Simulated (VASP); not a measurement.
# Te (P3_221) in VASP: relaxation of cell and atoms with PBEsol

Aim: the relaxation of cell and atoms of Te with PBEsol.

Program: VASP 6.6.1. These are calculated values, not measurements. Logs are shortened: lines on timing, memory, paths and dates and some standing lists are left out, and cuts for length are marked.

## 1. The cell of the first run

Symmetry: P3_221, No. 154, trigonal system. Conventional cell: a = 4.321 Å, b = 4.321 Å, c = 5.952 Å, α = 90.00°, β = 90.00°, γ = 120.00°. Within 3.8 Å of Te (site symmetry 2) lie 6 Te at 2.91 to 3.35 Å.

## 2. Relaxation of cell and atoms, PBEsol

Contents of INCAR:

```
PREC = Accurate
ENCUT = 600
EDIFF = 1E-6
ISMEAR = 0
SIGMA = 0.1
LREAL = False
LASPH = True
NELM = 60
ALGO = Normal
ISIF = 3
LWAVE = False
LCHARG = False
GGA = PS
IBRION = 2
NSW = 100
EDIFFG = -0.01
```

Contents of KPOINTS:

```
Automatic mesh
0
Gamma
  12 12 8
```

Contents of POSCAR:

```
Te
1.0
    4.3211814617      0.0000000000      0.0000000000
   -2.1605907308      3.7422529202      0.0000000000
    0.0000000000      0.0000000000      5.9520018340
Te
3
Direct
    0.2836083090      0.0000000000      0.1666666667
    0.0000000000      0.2836083090      0.8333333333
    0.7163916910      0.7163916910      0.5000000000
```

Potentials or basis: VASP PAW PBE potentials, release 64 (Te).

Started as:

```
$ cat potpaw_PBE.64/Te/POTCAR > POTCAR
$ mpirun -np 1 vasp_std > vasp.out
```

OUTCAR:

```text
PREC = Accurate
   ENCUT = 600
   EDIFF = 1E-6
   ISMEAR = 0
   LREAL = False
   LASPH = True
   NELM = 60
   ISIF = 3
   GGA = PS
   IBRION = 2
   NSW = 100
   EDIFFG = -0.01

 ion  position               nearest neighbor table
   1  0.284  0.000  0.167-   3 2.91   2 2.91   3 3.35   3 3.35   2 3.35   2 3.35
   2  0.000  0.284  0.833-   3 2.91   1 2.91   3 3.35   3 3.35   1 3.35   1 3.35
   3  0.716  0.716  0.500-   2 2.91   1 2.91   2 3.35   1 3.35   1 3.35   2 3.35

  LATTYP: Found a hexagonal cell.
 ALAT       =     4.3211814617
 C/A-ratio  =     1.3774015016

  Lattice vectors:

 A1 = (   4.3211814617,   0.0000000000,   0.0000000000)
 A2 = (  -2.1605907308,   3.7422529202,   0.0000000000)
 A3 = (   0.0000000000,   0.0000000000,   5.9520018340)

Analysis of symmetry for initial positions (statically):
=====================================================================
 Subroutine PRICEL returns:
 Original cell was already a primitive cell.

 Routine SETGRP: Setting up the symmetry group for a
 hexagonal supercell.

 Subroutine GETGRP returns: Found  6 space group operations
 (whereof  2 operations were pure point group operations)
 out of a pool of 24 trial point group operations.

The static configuration has the point symmetry C_2 .
 The point group associated with its full space group is D_3 .

Analysis of symmetry for dynamics (positions and initial velocities):
=====================================================================
 Subroutine PRICEL returns:
 Original cell was already a primitive cell.

 Routine SETGRP: Setting up the symmetry group for a
 hexagonal supercell.

 Subroutine GETGRP returns: Found  6 space group operations
 (whereof  2 operations were pure point group operations)
 out of a pool of 24 trial point group operations.

The dynamic configuration has the point symmetry C_2 .
 The point group associated with its full space group is D_3 .

 Subroutine INISYM returns: Found  6 space group operations
 (whereof  2 operations are pure point group operations),
 and found     1 'primitive' translations

----------------------------------------------------------------------------------------

                                     Primitive cell

  volume of cell :      96.2495

  direct lattice vectors                    reciprocal lattice vectors
     4.321181462  0.000000000  0.000000000     0.231418192  0.133609355  0.000000000
    -2.160590731  3.742252920  0.000000000     0.000000000  0.267218711  0.000000000
     0.000000000  0.000000000  5.952001834     0.000000000  0.000000000  0.168010701

  length of vectors
     4.321181462  4.321181462  5.952001834     0.267218711  0.267218711  0.168010701

  position of ions in fractional coordinates (direct lattice)
     0.283608309  0.000000000  0.166666667
     1.000000000  0.283608309  0.833333333
     0.716391691  0.716391691  0.500000000

  ion indices of the primitive-cell ions
   primitive index   ion index
                 1           1
                 2           2
                 3           3

----------------------------------------------------------------------------------------

 KPOINTS: Automatic mesh

Automatic generation of k-mesh.
 Grid dimensions read from file:
 generate k-points for:   12   12    8

 Generating k-lattice:

  Cartesian coordinates                     Fractional coordinates (reciprocal lattice)
     0.019284849  0.011134113  0.000000000     0.083333333  0.000000000  0.000000000
     0.000000000  0.022268226  0.000000000     0.000000000  0.083333333  0.000000000
     0.000000000  0.000000000  0.021001338     0.000000000  0.000000000  0.125000000

  Length of vectors
     0.022268226  0.022268226  0.021001338

  Shift w.r.t. Gamma in fractional coordinates (k-lattice)
     0.000000000  0.000000000  0.000000000

 Subroutine IBZKPT returns following result:
 ===========================================

 Found    131 irreducible k-points:

 Following reciprocal coordinates:
            Coordinates               Weight
  0.000000  0.000000  0.000000      1.000000
  0.083333  0.000000  0.000000      6.000000
  0.166667  0.000000  0.000000      6.000000
  0.250000  0.000000  0.000000      6.000000
  0.333333  0.000000  0.000000      6.000000
  0.416667  0.000000  0.000000      6.000000
[... 16 lines left out ...]
  0.166667  0.000000  0.125000      6.000000
  0.000000  0.166667  0.125000      6.000000
 [... further k-points ...]
   k-points           NKPTS =    131   k-points in BZ     NKDIM =    131   number of bands    NBANDS=     13
   number of dos      NEDOS =    301   number of ions     NIONS =      3
   total plane-waves  NPLWV =  62208
   dimension x,y,z NGX =    36 NGY =   36 NGZ =   48
   dimension x,y,z NGXF=    72 NGYF=   72 NGZF=   96
   ions per type =               3
   NGX,Y,Z   is equivalent  to a cutoff of  13.85, 13.85, 13.41 a.u.
   NGXF,Y,Z  is equivalent  to a cutoff of  27.70, 27.70, 26.81 a.u.
 SYSTEM =  unknown system
   PREC   = accura    normal or accurate (medium, high low for compatibility)
   ISTART =      0    job   : 0-new  1-cont  2-samecut
   ICHARG =      2    charge: 1-file 2-atom 10-const
   ISPIN  =      1    spin polarized calculation?
   LNONCOLLINEAR =      F non collinear calculations
   LSORBIT =      F    spin-orbit coupling
   LASPH  =      T    aspherical Exc in radial PAW
   ENCUT  =  600.0 eV  44.10 Ry    6.64 a.u.   8.63  8.63 11.89*2*pi/ulx,y,z
   NELM   =     60;   NELMIN=  2; NELMDL= -5     # of ELM steps
   EDIFF  = 0.1E-05   stopping-criterion for ELM
   LREAL  =      F    real-space projection
   EDIFFG = -.1E-01   stopping-criterion for IOM
   NSW    =    100    number of steps for IOM
   IBRION =      2    ionic relax: 0-MD 1-quasi-New 2-CG
   NFREE  =      1    steps in history (QN), initial steepest desc. (CG)
   ISIF   =      3    stress and relaxation
   ISYM   =      2    0-nonsym 1-usesym 2-fastsym
   POTIM  = 0.5000    time-step for ionic-motion
   TEBEG  =    0.0;   TEEND  =   0.0 temperature during run
   PSTRESS=    0.0 pullay stress
   NELECT =      18.0000    total number of electrons
   NUPDOWN=      -1.0000    fix difference up-down
   EMIN   =  10.00;   EMAX   =-10.00  energy-range for DOS
   EFERMI =   0.00;   METHOD = LEGACY
   ISMEAR =     0;   SIGMA  =   0.10  broadening in eV -4-tet -1-fermi 0-gaus
   EFERMI_NEDOS =   21; number of points for ismear=-14 and -15
   IALGO  =     38    algorithm
   IMIX   =      4    mixing-type and parameters
     AMIX     =   0.40;   BMIX     =  1.00
     AMIX_MAG =   1.60;   BMIX_MAG =  1.00
  volume/ion in A,a.u.               =      32.08       216.51
  Fermi-wavevector in a.u.,A,eV,Ry     =   0.936195  1.769151 11.924965  0.876460
  Thomas-Fermi vector in A             =   2.063179
   LORBIT       =      0    0 simple, 1 ext, 2 COOP (PROOUT), +10 PAW based schemes
   GGA     = PS    functional components
   LHFCALC =     F    Hartree Fock is set to
   AEXX    =    0.0000 exact exchange contribution
   IVDW    =     0    specifies the selected vdW correction
   LEPSILON=     F    determine dielectric tensor
   LRPA    =     F    only Hartree local field effects (RPA)
 conjugate gradient relaxation of ions
 non-spin polarized calculation
 Gauss-broadening in eV      SIGMA  =   0.10
  energy-cutoff  :      600.00
  volume of cell :       96.25
 maximum number of plane-waves:      3244
 NGX is ok and might be reduce to    36
   NGX = 17   NGY = 17   NGZ = 23

--------------------------------------- Ionic step        1  -------------------------------------------

 number of electron      17.9999999 magnetization

 Free energy of the ion-electron system (eV)
  ---------------------------------------------------
  ext. energy  EPLUGINS =         0.00000000
  ---------------------------------------------------
  free energy    TOTEN  =       -10.58138337 eV

  energy without entropy =      -10.58111000  energy(sigma->0) =      -10.58124669

------------------------ aborting loop because EDIFF is reached ----------------------------------------

  FORCE on cell =-STRESS in cart. coord.  units (eV):
  Direction    XX          YY          ZZ          XY          YZ          ZX
  --------------------------------------------------------------------------------------
  -------------------------------------------------------------------------------------
  Total        0.0102213      0.0102213      0.0680096      0.0000000     -0.0000000      0.0000000
  in kB        0.1701445      0.1701445      1.1320933      0.0000000     -0.0000000      0.0000000
  external PRESSURE =       0.4907941 kB  Pullay stress =       0.0000000 kB

 VOLUME and BASIS-vectors are now :
 -----------------------------------------------------------------------------
  energy-cutoff  :      600.00
  volume of cell :       96.25
      direct lattice vectors                 reciprocal lattice vectors
     4.321181462  0.000000000  0.000000000     0.231418192  0.133609355  0.000000000
    -2.160590731  3.742252920  0.000000000     0.000000000  0.267218711  0.000000000
     0.000000000  0.000000000  5.952001834     0.000000000  0.000000000  0.168010701
[... 223 lines left out ...]
 POSITION                                       TOTAL-FORCE (eV/Angst)
 -----------------------------------------------------------------------------------
     -0.92657      3.73343      0.99450        -0.001304      0.000000      0.000000
      3.69653      1.06428      4.97251         0.000652     -0.001130      0.000000
      1.54103      2.66915      2.98351         0.000652      0.001130     -0.000000
 -----------------------------------------------------------------------------------
    total drift:                               -0.000000      0.000000      0.000000

  FREE ENERGIE OF THE ION-ELECTRON SYSTEM (eV)
  ---------------------------------------------------
  free  energy   TOTEN  =       -10.5815936421 eV

  energy  without entropy=      -10.5813217962  energy(sigma->0) =      -10.58145772

--------------------------------------- Ionic step        8  -------------------------------------------

 number of electron      17.9999999 magnetization

 Free energy of the ion-electron system (eV)
  ---------------------------------------------------
  ext. energy  EPLUGINS =         0.00000000
  ---------------------------------------------------
  free energy    TOTEN  =       -10.58159938 eV

  energy without entropy =      -10.58132722  energy(sigma->0) =      -10.58146330

 E-fermi :   6.6048     XC(G=0):  -9.5053

 val. band max:        6.5791583521   @ k =   0.3333   0.3333   0.5000
 cond. band min:       6.8148603329   @ k =   0.0000   0.0000   0.5000
 fundamental gap:      0.2357019808
 Fermi energy:         6.6048091533

 k-point     1 :       0.0000    0.0000    0.0000
  band No.  band energies     occupation
      1      -7.3487      2.00000
      2      -3.9643      2.00000
      3      -3.9643      2.00000
      4       3.6410      2.00000
      5       3.9834      2.00000
      6       3.9834      2.00000
      7       4.7917      2.00000
      8       4.7917      2.00000
      9       5.4337      2.00000
     10       7.5677      0.00000
     11       7.5677      0.00000
     12       8.2574      0.00000
     13      11.3637      0.00000

 k-point     2 :       0.0833    0.0000    0.0000
  band No.  band energies     occupation
      1      -7.2925      2.00000
      2      -3.9679      2.00000
      3      -3.9454      2.00000
      4       3.0933      2.00000
      5       3.5798      2.00000
      6       3.7622      2.00000
      7       5.0812      2.00000
      8       5.2792      2.00000
      9       5.7769      2.00000
     10       7.2748      0.00000
     11       7.4974      0.00000
[... 339 lines left out ...]
 k-point    24 :       0.0000    0.1667    0.1250
  band No.  band energies     occupation
      1      -7.0725      2.00000
      2      -4.5857      2.00000
      3      -3.3252      2.00000
      4       2.3448      2.00000
      5       3.3036      2.00000
      6       3.4824      2.00000
      7       5.0072      2.00000
      8       5.1508      2.00000
      9       5.3964      2.00000
     10       7.6819      0.00000
     11       7.7795      0.00000
     12       8.2465      0.00000
     13      11.0090      0.00000

 [... further k-points ...]
[... 5 lines left out ...]
  --------------------------------------------------------------------------------------
  -------------------------------------------------------------------------------------
  Total        0.0002049      0.0002049     -0.0299617      0.0000000     -0.0000000     -0.0000000
  in kB        0.0034164      0.0034164     -0.4995988      0.0000000     -0.0000000     -0.0000000
  external PRESSURE =      -0.1642553 kB  Pullay stress =       0.0000000 kB

 VOLUME and BASIS-vectors are now :
 -----------------------------------------------------------------------------
  energy-cutoff  :      600.00
  volume of cell :       96.09
      direct lattice vectors                 reciprocal lattice vectors
     4.312504005 -0.000000000 -0.000000000     0.231883843  0.133878199  0.000000000
    -2.156252002  3.734738022 -0.000000000     0.000000000  0.267756398  0.000000000
    -0.000000000 -0.000000000  5.965768360     0.000000000  0.000000000  0.167623002

 POSITION                                       TOTAL-FORCE (eV/Angst)
 -----------------------------------------------------------------------------------
      1.22861     -0.00000      0.99429         0.000631     -0.000000     -0.000000
     -0.61430      1.06401      4.97147        -0.000315      0.000546     -0.000000
      1.54195      2.67073      2.98288        -0.000315     -0.000546      0.000000
 -----------------------------------------------------------------------------------
    total drift:                               -0.000000      0.000000      0.000000

  FREE ENERGIE OF THE ION-ELECTRON SYSTEM (eV)
  ---------------------------------------------------
  free  energy   TOTEN  =       -10.5815993814 eV

  energy  without entropy=      -10.5813272229  energy(sigma->0) =      -10.58146330

 reached required accuracy - stopping structural energy minimisation
```

It took 3.8 min on 1 thread of Intel Xeon 6975P-C (Granite Rapids), shared host; peak memory 0.38 GiB.

Results:

```
Free energy                           : -10.5816 eV
Relaxed volume                        : 32.03 Å³/atom
Relaxed cell                          : a = 4.313 Å, b = 4.313 Å, c = 5.966 Å, α = 90.00°, β = 90.00°, γ = 120.00°
Space group after relaxing (to 0.1 Å) : P3_221 (No. 154)
Energy gained by relaxing             : 0.1 meV/atom
Ionic steps                           : 8
Pressure after relaxing               : 0.0 GPa
Band gap on the k mesh                : zero (filled and empty bands touch)
```

The path:
| step | energy change (eV) | largest force (eV/Å) | pressure (GPa) | volume (Å³) |
| --- | --- | --- | --- | --- |
| 1 | 0.0000 | 0.0216 | 0.05 | 96.25 |
| 2 | -0.0001 | 0.0107 | -0.06 | 96.39 |
| 3 | -0.0001 | 0.0114 | -0.07 | 96.38 |
| 4 | -0.0001 | 0.0087 | -0.05 | 96.30 |
| 5 | -0.0002 | 0.0015 | -0.06 | 96.11 |
| 6 | 0.0000 | 0.0126 | 0.01 | 95.72 |
| 7 | -0.0002 | 0.0013 | 0.03 | 96.04 |
| 8 | -0.0002 | 0.0006 | -0.02 | 96.09 |

Final structure:
```cif
data_structure
_symmetry_space_group_name_H-M 'P 1'
_symmetry_Int_Tables_number 1
_cell_length_a 4.3125
_cell_length_b 4.3125
_cell_length_c 5.9658
_cell_angle_alpha 90.000
_cell_angle_beta 90.000
_cell_angle_gamma 120.000
_cell_volume 96.09
loop_
_atom_site_label
_atom_site_type_symbol
_atom_site_fract_x
_atom_site_fract_y
_atom_site_fract_z
_atom_site_occupancy
Te1 Te 0.28489 0.00000 0.16667 1
Te2 Te 0.00000 0.28489 0.83333 1
Te3 Te 0.71511 0.71511 0.50000 1
```

Caveat: the PAW data sets were made with another functional, which shifts forces and pressure a little; spin-orbit coupling is left out, which moves the levels of the heavy elements.

The gap in the log of VASP goes by the Fermi energy; the results here count the filled bands.